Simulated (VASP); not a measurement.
Write the native input for VASP 6.6.1 that does the following.

```yaml
Task: single point
Functional: LDA
Potentials_or_basis: VASP PAW LDA potentials, release 64 (K_sv, Ta_pv, O)
Cutoff: 600 eV
k_mesh: 4 × 4 × 4
Occupations: gaussian, width 0.1 eV
Spin: no spin polarisation
Dipole_correction: no
Further_INCAR_settings: ALGO = Normal; EDIFF = 1e-06; NBANDS = 27
```

The structure of KTaO3 lies in POSCAR:

```
KTaO3
1.0
    3.9948813700      0.0000000000      0.0000000000
    0.0000000000      3.9948813700      0.0000000000
    0.0000000000      0.0000000000      3.9948813700
K Ta O
1 1 3
Direct
    0.0000000000      0.0000000000      0.0000000000
    0.5000000000      0.5000000000      0.5000000000
    0.5000000000      0.5000000000      0.0000000000
    0.5000000000      0.0000000000      0.5000000000
    0.0000000000      0.5000000000      0.5000000000
```

The input as run:

INCAR

```
  PREC = Accurate
  ENCUT = 600
  EDIFF = 1E-6
  ISMEAR = 0
  SIGMA = 0.1
  LREAL = False
  LASPH = True
  NELM = 120
  ALGO = Normal
  ISIF = 2
  LWAVE = False
  LCHARG = True
  LELF = True
  LVHAR = True
  NBANDS = 27
  GGA_COMPAT = False
```

KPOINTS

```
regular mesh
0
Gamma
  4 4 4
```

Potentials or basis: VASP PAW LDA potentials, release 64 (K_sv, Ta_pv, O).

The run is started by

```sh
$ cat potpaw_LDA.64/K_sv/POTCAR potpaw_LDA.64/Ta_pv/POTCAR potpaw_LDA.64/O/POTCAR > POTCAR
$ mpirun -np 1 vasp_std > vasp.out
```

It gave:

The pressure is -5.5 GPa. The band gap on the k mesh is 1.99 eV (least direct gap 2.62 eV).

Caveat: the cell stands under tension; spin-orbit coupling is left out, which moves the levels of the heavy elements.

It took 13 s on 1 thread of AMD EPYC 7R13 Processor (Zen 3), on a shared host, peak memory 0.13 GiB.
